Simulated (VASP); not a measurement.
# HPt6 in VASP: a series of runs

The runs below take HPt6 through single point, with PBE.

Everything below comes from runs of VASP 6.6.1. Logs are shortened: lines on timing, memory, paths and dates and some standing lists are left out, and cuts for length are marked.

### Step 1. The cell of the first run

The cell holds a slab with vacuum, 14 atoms: a = 5.614 Å, b = 5.614 Å, c = 21.851 Å, α = 90.00°, β = 90.00°, γ = 90.00°.

### Step 2. Single point, PBE

INCAR reads:

```
ALGO     = Normal         # electronic algorithm
DIPOL    = 0.5 0.5 0.287
EDIFF    = 1E-7           # SCF threshold, eV
ENCUT    = 520            # plane-wave cutoff, eV
GGA      = PE             # functional
IDIPOL   = 3            
ISIF     = 2              # what is computed and relaxed
ISMEAR   = 0              # smearing method
LASPH    = T              # aspherical terms in the spheres
LCHARG   = F              # write CHGCAR
LDIPOL   = T            
LREAL    = F              # projectors in reciprocal space
LWAVE    = F              # write WAVECAR
NBANDS   = 74             # bands
NELM     = 60             # most SCF steps
PREC     = Accurate       # precision mode
SIGMA    = 0.1            # smearing width, eV
```

KPOINTS reads:

```
k-points
0
Gamma
  5 5 1
```

POSCAR reads:

```
HPt6
1.0
    5.6143281343      0.0000000000      0.0000000000
    0.0000000000      5.6143281343      0.0000000000
    0.0000000000      0.0000000000     21.8513792319
Pt H
12 2
Direct
    0.2500000000      0.2500000000      0.1830548066
    0.2500000000      0.7500000000      0.1830548066
    0.7500000000      0.2500000000      0.1830548066
    0.7500000000      0.7500000000      0.1830548066
    0.0000000000      0.0000000000      0.2712126041
    0.0000000000      0.5000000000      0.2712126041
    0.5000000000      0.0000000000      0.2712126041
    0.5000000000      0.5000000000      0.2712126041
    0.2500000000      0.2500000000      0.3593081768
    0.2500000000      0.7500000000      0.3593081768
    0.7500000000      0.2500000000      0.3593081768
    0.7500000000      0.7500000000      0.3593081768
   -0.2360033059      0.0000000000      0.3799018425
    0.2360033059      0.0000000000      0.3799018425
```

Potentials or basis: VASP PAW PBE potentials, release 64 (Pt, H).

Run with:

```console
cat potpaw_PBE.64/Pt/POTCAR potpaw_PBE.64/H/POTCAR > POTCAR
mpirun -np 1 vasp_std > vasp.out
```

OUTCAR:

```text
EDIFF = 1E-7
   ENCUT = 520
   GGA = PE
   ISIF = 2
   ISMEAR = 0
   LASPH = T
   LREAL = F
   NELM = 60
   PREC = Accurate

 ion  position               nearest neighbor table
   1  0.250  0.250  0.183-   5 2.77   6 2.77   7 2.77   8 2.77   2 2.81   3 2.81   2 2.81   3 2.81

   2  0.250  0.750  0.183-   5 2.77   6 2.77   7 2.77   8 2.77   1 2.81   4 2.81   1 2.81   4 2.81

   3  0.750  0.250  0.183-   5 2.77   6 2.77   7 2.77   8 2.77   1 2.81   4 2.81   4 2.81   1 2.81
[... 4 lines left out ...]
                             6 2.81   7 2.81   6 2.81   7 2.81
   6  0.000  0.500  0.271-   9 2.77  10 2.77  11 2.77  12 2.77   1 2.77   2 2.77   3 2.77   4 2.77
                             5 2.81   8 2.81   5 2.81   8 2.81
   7  0.500  0.000  0.271-   9 2.77  10 2.77  11 2.77  12 2.77   1 2.77   2 2.77   3 2.77   4 2.77
                             5 2.81   8 2.81   8 2.81   5 2.81
   8  0.500  0.500  0.271-   9 2.77  10 2.77  11 2.77  12 2.77   1 2.77   2 2.77   3 2.77   4 2.77
                             6 2.81   7 2.81   7 2.81   6 2.81
   9  0.250  0.250  0.359-  14 1.48   6 2.77   7 2.77   8 2.77   5 2.77  11 2.81  10 2.81  10 2.81
                            11 2.81
  10  0.250  0.750  0.359-  14 1.48   6 2.77   7 2.77   8 2.77   5 2.77  12 2.81   9 2.81   9 2.81
                            12 2.81
  11  0.750  0.250  0.359-  13 1.48   6 2.77   7 2.77   8 2.77   5 2.77  12 2.81   9 2.81  12 2.81
                             9 2.81
  12  0.750  0.750  0.359-  13 1.48   6 2.77   7 2.77   8 2.77   5 2.77  11 2.81  10 2.81  11 2.81
                            10 2.81
  13  0.764  0.000  0.380-  11 1.48  12 1.48
  14  0.236  0.000  0.380-   9 1.48  10 1.48

  LATTYP: Found a simple tetragonal cell.
 ALAT       =     5.6143281343
 C/A-ratio  =     3.8920737636

  Lattice vectors:

 A1 = (   5.6143281343,   0.0000000000,   0.0000000000)
 A2 = (   0.0000000000,   5.6143281343,   0.0000000000)
 A3 = (   0.0000000000,   0.0000000000,  21.8513792319)

Analysis of symmetry for initial positions (statically):
=====================================================================
 Subroutine PRICEL returns:
 Original cell was already a primitive cell.

 Routine SETGRP: Setting up the symmetry group for a
 simple tetragonal supercell.

 Subroutine GETGRP returns: Found  4 space group operations
 (whereof  4 operations were pure point group operations)
 out of a pool of 16 trial point group operations.

The static configuration has the point symmetry C_2v.

Analysis of symmetry for dynamics (positions and initial velocities):
=====================================================================
[... 142 lines left out ...]
   LORBIT       =      0    0 simple, 1 ext, 2 COOP (PROOUT), +10 PAW based schemes
   GGA     = PE    functional components
   LHFCALC =     F    Hartree Fock is set to
   AEXX    =    0.0000 exact exchange contribution
   IVDW    =     0    specifies the selected vdW correction
   LEPSILON=     F    determine dielectric tensor
   LRPA    =     F    only Hartree local field effects (RPA)
 non-spin polarized calculation
 Gauss-broadening in eV      SIGMA  =   0.10
  energy-cutoff  :      520.00
  volume of cell :      688.77
 maximum number of plane-waves:     18583
 NGX is ok and might be reduce to    42
   NGX = 21   NGY = 21   NGZ = 81

 dipolmoment           0.000000      0.000000      0.000487 electrons x Angstroem

 number of electron     122.0000010 magnetization

 dipolmoment           0.000000      0.000000     -0.005401 electrons x Angstroem

 Free energy of the ion-electron system (eV)
  ---------------------------------------------------
  ext. energy  EPLUGINS =         0.00000000
  ---------------------------------------------------
  free energy    TOTEN  =       -71.41756538 eV

  energy without entropy =      -71.28292211  energy(sigma->0) =      -71.35024375

 E-fermi :  -1.1786     XC(G=0):  -4.4775

 val. band max:       -1.1878875315   @ k =   0.0000   0.2000   0.0000
 cond. band min:      -1.1760903360   @ k =   0.0000   0.2000   0.0000
 fundamental gap:      0.0117971954
 Fermi energy:        -1.1785714813

 k-point     1 :       0.0000    0.0000    0.0000
  band No.  band energies     occupation
      1     -11.0861      2.00000
      2      -9.9900      2.00000
      3      -9.4043      2.00000
      4      -7.7191      2.00000
      5      -7.6303      2.00000
      6      -7.4174      2.00000
[... 673 lines left out ...]
     72       3.0002      0.00000
     73       4.1671      0.00000
 [bands above 73 left out]

------------------------ aborting loop because EDIFF is reached ----------------------------------------

 vacuum level on the upper side and lower side of the slab       (xc-potential included)        -0.088        -0.062

  FORCE on cell =-STRESS in cart. coord.  units (eV):
  Direction    XX          YY          ZZ          XY          YZ          ZX
  --------------------------------------------------------------------------------------
  -------------------------------------------------------------------------------------
  Total       -8.4526560     16.5479953      7.4795884      0.0000000      0.0000000      0.0000000
  in kB      -19.6620745     38.4929800     17.3985815      0.0000000      0.0000000      0.0000000
  external PRESSURE =      12.0764957 kB  Pullay stress =       0.0000000 kB

 VOLUME and BASIS-vectors are now :
 -----------------------------------------------------------------------------
  energy-cutoff  :      520.00
  volume of cell :      688.77
      direct lattice vectors                 reciprocal lattice vectors
     5.614328134  0.000000000  0.000000000     0.178115703  0.000000000  0.000000000
     0.000000000  5.614328134  0.000000000     0.000000000  0.178115703  0.000000000
     0.000000000  0.000000000 21.851379232     0.000000000  0.000000000  0.045763702

 POSITION                                       TOTAL-FORCE (eV/Angst)
 -----------------------------------------------------------------------------------
      1.40358      1.40358      4.00000        -0.009160      0.103501     -0.025572
      1.40358      4.21075      4.00000        -0.009160     -0.103501     -0.025572
      4.21075      1.40358      4.00000         0.009160      0.103501     -0.025572
      4.21075      4.21075      4.00000         0.009160     -0.103501     -0.025572
      0.00000      0.00000      5.92637         0.000000      0.000000     -0.861579
      0.00000      2.80716      5.92637         0.000000      0.000000     -0.276350
      2.80716      0.00000      5.92637         0.000000      0.000000     -0.777927
      2.80716      2.80716      5.92637         0.000000      0.000000     -0.263012
      1.40358      1.40358      7.85138         0.243411      4.537220     -1.142485
      1.40358      4.21075      7.85138         0.243411     -4.537220     -1.142485
      4.21075      1.40358      7.85138        -0.243411      4.537220     -1.142485
      4.21075      4.21075      7.85138        -0.243411     -4.537220     -1.142485
      4.28933      0.00000      8.30138         0.437371      0.000000      3.425548
      1.32500      0.00000      8.30138        -0.437371      0.000000      3.425548
 -----------------------------------------------------------------------------------
    total drift:                                0.000000      0.000000     -0.000062

  FREE ENERGIE OF THE ION-ELECTRON SYSTEM (eV)
  ---------------------------------------------------
  free  energy   TOTEN  =       -71.4175653777 eV

  energy  without entropy=      -71.2829221128  energy(sigma->0) =      -71.35024375

 vacuum level on the upper side and lower side of the slab         4.385         4.409
```

OSZICAR:

```text
N       E                     dE             d eps       ncg     rms          rms(c)
DAV:   1     0.863420503375E+03    0.86342E+03   -0.50406E+04  1332   0.135E+03
DAV:   2    -0.374697007253E+00   -0.86380E+03   -0.79887E+03  1656   0.266E+02
DAV:   3    -0.737542528563E+02   -0.73380E+02   -0.67811E+02  1632   0.740E+01
[... 28 lines left out ...]
DAV:  32    -0.714175645179E+02   -0.17277E-05   -0.10289E-07   978   0.105E-03    0.403E-04
DAV:  33    -0.714175648125E+02   -0.29461E-06   -0.99311E-09   862   0.412E-04    0.211E-04
DAV:  34    -0.714175651849E+02   -0.37249E-06   -0.16962E-08   868   0.340E-04    0.702E-05
DAV:  35    -0.714175653453E+02   -0.16037E-06   -0.57312E-09   832   0.158E-04    0.465E-05
DAV:  36    -0.714175653777E+02   -0.32383E-07   -0.21213E-09   780   0.725E-05
   1 F= -.71417565E+02 E0= -.71350244E+02  d E =-.134643E+00
```

It took 15 min on 1 thread of AMD EPYC 9R45 (Zen 5), shared host; peak memory 0.79 GiB.

What came out:

| Item | Value |
| --- | --- |
| Free energy | -71.4176 eV |
| Largest force | 4.685 eV/Å |
| Band gap on the k mesh | zero (bands 61 and 62 overlap by 0.27 eV) |

Forces on the atoms (eV/Å):
```
Pt  -0.009  0.104 -0.026
Pt  -0.009 -0.104 -0.026
Pt   0.009  0.104 -0.026
Pt   0.009 -0.104 -0.026
Pt   0.000  0.000 -0.862
Pt   0.000  0.000 -0.276
Pt   0.000  0.000 -0.778
Pt   0.000  0.000 -0.263
Pt   0.243  4.537 -1.142
Pt   0.243 -4.537 -1.142
Pt  -0.243  4.537 -1.142
Pt  -0.243 -4.537 -1.142
H    0.437  0.000  3.426
H   -0.437  0.000  3.426
```

Caveat: spin-orbit coupling is left out, which moves the levels of the heavy elements.

### Step 3. Single point, PBE

INCAR reads:

```
SYSTEM = HPt6
PREC     = Accurate       ! precision mode
ENCUT    = 520            ! plane-wave cutoff, eV
EDIFF    = 1E-6           ! SCF threshold, eV
ISMEAR   = 0              ! smearing method
SIGMA    = 0.1            ! smearing width, eV
LREAL    = .FALSE.        ! projectors in reciprocal space
LASPH    = .TRUE.         ! aspherical terms in the spheres
NELM     = 100            ! most SCF steps
ALGO     = Normal         ! electronic algorithm
ISIF     = 2              ! what is computed and relaxed
LWAVE    = .FALSE.        ! write WAVECAR
LCHARG   = .FALSE.        ! write CHGCAR
LDIPOL   = .TRUE.       
IDIPOL   = 3            
DIPOL    = 0.5 0.5 0.291
GGA      = PE             ! functional
NBANDS   = 74             ! bands
```

KPOINTS reads:

```
Automatic mesh
0
G
  5 5 1
  0 0 0
```

Changes to POSCAR since step 2:

```diff
@@ -20,3 +20,3 @@
     0.7500000000      0.7500000000      0.3593081768
-   -0.2360033059      0.0000000000      0.3799018425
-    0.2360033059      0.0000000000      0.3799018425
+   -0.2360033059      0.0000000000      0.4091906116
+    0.2360033059      0.0000000000      0.4091906116
```

Potentials or basis: VASP PAW PBE potentials, release 64 (Pt, H).

Run with:

```console
cat potpaw_PBE.64/Pt/POTCAR potpaw_PBE.64/H/POTCAR > POTCAR
mpirun -np 1 vasp_std > vasp.out
```

OUTCAR:

```text
SYSTEM = HPt6
   PREC = Accurate
   ENCUT = 520
   EDIFF = 1E-6
   ISMEAR = 0
   LREAL = .FALSE.
   LASPH = .TRUE.
   NELM = 100
   ISIF = 2
   GGA = PE

 ion  position               nearest neighbor table
   1  0.250  0.250  0.183-   5 2.77   6 2.77   7 2.77   8 2.77   2 2.81   3 2.81   2 2.81   3 2.81

   2  0.250  0.750  0.183-   5 2.77   6 2.77   7 2.77   8 2.77   1 2.81   4 2.81   1 2.81   4 2.81

   3  0.750  0.250  0.183-   5 2.77   6 2.77   7 2.77   8 2.77   1 2.81   4 2.81   4 2.81   1 2.81
[... 4 lines left out ...]
                             6 2.81   7 2.81   6 2.81   7 2.81
   6  0.000  0.500  0.271-   9 2.77  10 2.77  11 2.77  12 2.77   1 2.77   2 2.77   3 2.77   4 2.77
                             5 2.81   8 2.81   5 2.81   8 2.81
   7  0.500  0.000  0.271-   9 2.77  10 2.77  11 2.77  12 2.77   1 2.77   2 2.77   3 2.77   4 2.77
                             5 2.81   8 2.81   8 2.81   5 2.81
   8  0.500  0.500  0.271-   9 2.77  10 2.77  11 2.77  12 2.77   1 2.77   2 2.77   3 2.77   4 2.77
                             6 2.81   7 2.81   7 2.81   6 2.81
   9  0.250  0.250  0.359-  14 1.78   6 2.77   7 2.77   8 2.77   5 2.77  11 2.81  10 2.81  10 2.81
                            11 2.81
  10  0.250  0.750  0.359-  14 1.78   6 2.77   7 2.77   8 2.77   5 2.77  12 2.81   9 2.81   9 2.81
                            12 2.81
  11  0.750  0.250  0.359-  13 1.78   6 2.77   7 2.77   8 2.77   5 2.77  12 2.81   9 2.81  12 2.81
                             9 2.81
  12  0.750  0.750  0.359-  13 1.78   6 2.77   7 2.77   8 2.77   5 2.77  11 2.81  10 2.81  11 2.81
                            10 2.81
  13  0.764  0.000  0.409-  11 1.78  12 1.78
  14  0.236  0.000  0.409-   9 1.78  10 1.78

  LATTYP: Found a simple tetragonal cell.
 ALAT       =     5.6143281343
 C/A-ratio  =     3.8920737636

  Lattice vectors:

 A1 = (   5.6143281343,   0.0000000000,   0.0000000000)
 A2 = (   0.0000000000,   5.6143281343,   0.0000000000)
 A3 = (   0.0000000000,   0.0000000000,  21.8513792319)

Analysis of symmetry for initial positions (statically):
=====================================================================
[... 179 lines left out ...]
  ext. energy  EPLUGINS =         0.00000000
  ---------------------------------------------------
  free energy    TOTEN  =       -73.88032957 eV

  energy without entropy =      -73.74230277  energy(sigma->0) =      -73.81131617

 E-fermi :  -1.1868     XC(G=0):  -4.5158

 val. band max:       -1.2090543500   @ k =   0.0000   0.2000   0.0000
 cond. band min:      -1.1840682894   @ k =   0.0000   0.4000   0.0000
 fundamental gap:      0.0249860606
 Fermi energy:        -1.1867575017

 k-point     1 :       0.0000    0.0000    0.0000
  band No.  band energies     occupation
      1     -10.2491      2.00000
      2      -8.4701      2.00000
      3      -8.1056      2.00000
      4      -7.6767      2.00000
      5      -7.6591      2.00000
      6      -7.4181      2.00000
[... 673 lines left out ...]
     72       2.8377      0.00000
     73       3.7558      0.00000
 [bands above 73 left out]

------------------------ aborting loop because EDIFF is reached ----------------------------------------

 vacuum level on the upper side and lower side of the slab       (xc-potential included)        -0.119        -0.090

  FORCE on cell =-STRESS in cart. coord.  units (eV):
  Direction    XX          YY          ZZ          XY          YZ          ZX
  --------------------------------------------------------------------------------------
  -------------------------------------------------------------------------------------
  Total      -10.0036843    -11.8616036      2.3745212      0.0000000      0.0000000      0.0000000
  in kB      -23.2699860    -27.5917693      5.5234724      0.0000000      0.0000000      0.0000000
  external PRESSURE =     -15.1127610 kB  Pullay stress =       0.0000000 kB

 VOLUME and BASIS-vectors are now :
 -----------------------------------------------------------------------------
  energy-cutoff  :      520.00
  volume of cell :      688.77
      direct lattice vectors                 reciprocal lattice vectors
     5.614328134  0.000000000  0.000000000     0.178115703  0.000000000  0.000000000
     0.000000000  5.614328134  0.000000000     0.000000000  0.178115703  0.000000000
     0.000000000  0.000000000 21.851379232     0.000000000  0.000000000  0.045763702

 POSITION                                       TOTAL-FORCE (eV/Angst)
 -----------------------------------------------------------------------------------
      1.40358      1.40358      4.00000        -0.005188      0.073338     -0.061304
      1.40358      4.21075      4.00000        -0.005188     -0.073338     -0.061304
      4.21075      1.40358      4.00000         0.005188      0.073338     -0.061304
      4.21075      4.21075      4.00000         0.005188     -0.073338     -0.061304
      0.00000      0.00000      5.92637         0.000000      0.000000     -0.504604
      0.00000      2.80716      5.92637         0.000000      0.000000     -0.076086
      2.80716      0.00000      5.92637         0.000000      0.000000     -0.479283
      2.80716      2.80716      5.92637         0.000000      0.000000     -0.003843
      1.40358      1.40358      7.85138        -0.011747      0.143276      0.428326
      1.40358      4.21075      7.85138        -0.011747     -0.143276      0.428326
      4.21075      1.40358      7.85138         0.011747      0.143276      0.428326
      4.21075      4.21075      7.85138         0.011747     -0.143276      0.428326
      4.28933      0.00000      8.94138        -0.084164      0.000000     -0.202136
      1.32500      0.00000      8.94138         0.084164      0.000000     -0.202136
 -----------------------------------------------------------------------------------
    total drift:                                0.000000      0.000000     -0.000170

  FREE ENERGIE OF THE ION-ELECTRON SYSTEM (eV)
  ---------------------------------------------------
  free  energy   TOTEN  =       -73.8803295655 eV

  energy  without entropy=      -73.7423027665  energy(sigma->0) =      -73.81131617

 vacuum level on the upper side and lower side of the slab         4.358         4.387
```

stdout:

```text
POSCAR found type information on POSCAR PtH
 POSCAR found :  2 types and      14 ions
 scaLAPACK will be used
 LDA part: xc-table for (Slater+PW92), standard interpolation
 POSCAR, INCAR and KPOINTS ok, starting setup
 FFT: planning ... GRIDC
 FFT: planning ... GRID_SOFT
 FFT: planning ... GRID
 WAVECAR not read
 entering main loop
```

Run time: 11 min. Hardware: 1 thread of AMD EPYC 9R45 (Zen 5), shared host; peak memory 0.77 GiB.

What came out:

```yaml
Free_energy: -73.8803 eV
Largest_force: 0.505 eV/Å
Band_gap_on_the_k_mesh: zero (bands 61 and 62 overlap by 0.45 eV)
```

Forces in eV/Å, atoms in the order of the input:
```
Pt  -0.005  0.073 -0.061
Pt  -0.005 -0.073 -0.061
Pt   0.005  0.073 -0.061
Pt   0.005 -0.073 -0.061
Pt   0.000  0.000 -0.505
Pt   0.000  0.000 -0.076
Pt   0.000  0.000 -0.479
Pt   0.000  0.000 -0.004
Pt  -0.012  0.143  0.428
Pt  -0.012 -0.143  0.428
Pt   0.012  0.143  0.428
Pt   0.012 -0.143  0.428
H   -0.084  0.000 -0.202
H    0.084  0.000 -0.202
```

Levels at points of the mesh, in eV from the Fermi level:
| k point | band 59 | band 60 | band 61 | band 62 | band 63 | band 64 |
| --- | --- | --- | --- | --- | --- | --- |
| (0.00, 0.00, 0.00) | 0.06 | 0.11 | 0.36 | 0.39 | 0.65 | 0.69 |

Caveat: spin-orbit coupling is left out, which moves the levels of the heavy elements.

The gap in the log of VASP goes by the Fermi energy; the results here count the filled bands.